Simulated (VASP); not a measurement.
A run of VASP 6.6.1 is set up as follows.

Contents of POSCAR:

```
CaO
1.0
    0.0000000000      2.4521067619      2.4521067619
    2.4521067619      0.0000000000      2.4521067619
    2.4521067619      2.4521067619      0.0000000000
Ca O
1 1
Direct
    0.5000000000      0.5000000000      0.5000000000
    0.0000000000      0.0000000000      0.0000000000
```

The input INCAR.step1:

```
SYSTEM = CaO
PREC = Accurate
ENCUT = 520
ISMEAR = 0
SIGMA = 0.05
LREAL = .False.
LASPH = .True.
NELM = 80
NBANDS = 15
GGA = PE
ALGO = Normal
EDIFF = 1E-4
LWAVE = .True.
LCHARG = .False.
```

File INCAR.step2:

```
SYSTEM = CaO
PREC = Accurate
ENCUT = 520
EDIFF = 1E-6
ISMEAR = 0
SIGMA = 0.05
LREAL = .False.
LASPH = .True.
NELM = 80
ALGO = Normal
ISIF = 2
LWAVE = .False.
LCHARG = .True.
METAGGA = R2SCAN
LMIXTAU = .True.
LELF = .True.
LVHAR = .True.
NBANDS = 15
ISTART = 1
```

File KPOINTS:

```
regular mesh
0
Gamma
  8 8 8
  0 0 0
```

Potentials or basis: VASP PAW PBE potentials, release 64 (Ca_sv, O).

Launch:

```bash
$ cat potpaw_PBE.64/Ca_sv/POTCAR potpaw_PBE.64/O/POTCAR > POTCAR
$ cp INCAR.step1 INCAR
$ mpirun -np 1 vasp_std > vasp.out
$ cp INCAR.step2 INCAR
$ mpirun -np 1 vasp_std > vasp.out
```

Task: Estimate the pressure.

Result: -6.0 GPa.

Task: Predict the band gap on the k mesh.

Result: 4.20 eV, indirect (least direct gap 4.58 eV).

Caveat: the PAW data sets were made with another functional, which shifts forces and pressure a little. A k mesh can miss the band edges.
